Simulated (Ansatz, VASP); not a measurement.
La2O3 in VASP and in Ansatz

Contents of INCAR:

```
SYSTEM = La2O3
PREC = Accurate
ENCUT = 520
EDIFF = 1E-6
ISMEAR = 0
SIGMA = 0.02
LREAL = .FALSE.
LASPH = .TRUE.
NELM = 80
ALGO = Normal
ISIF = 2
LWAVE = .FALSE.
LCHARG = .FALSE.
GGA = PE
NBANDS = 28
```

Contents of KPOINTS:

```
Automatic mesh
0
G
  6 6 4
  0 0 0
```

File POSCAR:

```
La2O3
1.0
    3.9404102638      0.0000000000      0.0000000000
   -1.9702051319      3.4124953898      0.0000000000
    0.0000000000      0.0000000000      6.1875162698
La O
2 3
Direct
    0.6666666667      0.3333333333      0.7526282407
    0.3333333333      0.6666666667      0.2473717593
    0.6666666667      0.3333333333      0.3546987147
    0.3333333333      0.6666666667      0.6453012853
    0.0000000000      0.0000000000      0.0000000000
```

Input for Ansatz:

```yaml
crystal:
  lattice:
    - [3.9404102638, 0.0, 0.0]
    - [-1.9702051319, 3.4124953898, 0.0]
    - [0.0, 0.0, 6.1875162698]
  atoms:
    - { symbol: La, position: [0.6666666667, 0.3333333333, 0.7526282407] }
    - { symbol: La, position: [0.3333333333, 0.6666666667, 0.2473717593] }
    - { symbol: O, position: [0.6666666667, 0.3333333333, 0.3546987147] }
    - { symbol: O, position: [0.3333333333, 0.6666666667, 0.6453012853] }
    - { symbol: O, position: [0.0, 0.0, 0.0] }
basis:
  ecutwfc: 420
kpoints:
  mp_grid: { grid: [6, 6, 4] }
  band_path:
    path:
      - [[0.0, 0.0, 0.0], [0.5, 0.0, 0.0], [0.33333333, 0.33333333, 0.0], [0.0, 0.0, 0.0], [0.0, 0.0, 0.5], [0.5, 0.0, 0.5], [0.33333333, 0.33333333, 0.5], [0.0, 0.0, 0.5]]
      - [[0.5, 0.0, 0.5], [0.5, 0.0, 0.0]]
      - [[0.33333333, 0.33333333, 0.5], [0.33333333, 0.33333333, 0.0]]
    npoints: 14
hamiltonian:
  xc: pbe
scf:
  occupations: { method: gaussian, width: 0.02 }
  n_extra_bands: 12
output:
  forces: true
  stress: true
  eigenvalues: true
  populations: true
  dos: { projected: true, de: 0.02, nscf_kmesh: { grid: [9, 9, 6] } }
  bader: true
  write_density: true
  write_potential: true
  elf: true
  volumetric_format: npy
```

Alike in both runs: task single point; functional PBE; k mesh 6 × 6 × 4; occupations gaussian, width 0.02 eV; no spin polarisation.

|  | VASP | Ansatz |
| --- | --- | --- |
| version | VASP 6.6.1 | Ansatz 0.2.0 |
| potentials or method | VASP PAW PBE potentials, release 64 (La, O), cutoff 520 eV | scalar-relativistic, plane waves, PAW |
| valence electrons in the cell | 40 | 40 |

```csv
,VASP,Ansatz,Ansatz less VASP
gap on the k mesh at the Fermi level (eV),3.85,3.83,-0.018
least direct gap on the mesh (eV),3.98,3.96,-0.012
pressure (GPa),-0.3,0.0,+0.28
rms of the force components (eV/Å),0.005,0.000,-0.0048
```

Atom by atom the forces differ by 0.005 eV/Å (rms over components).

Neither program's run includes spin-orbit coupling.
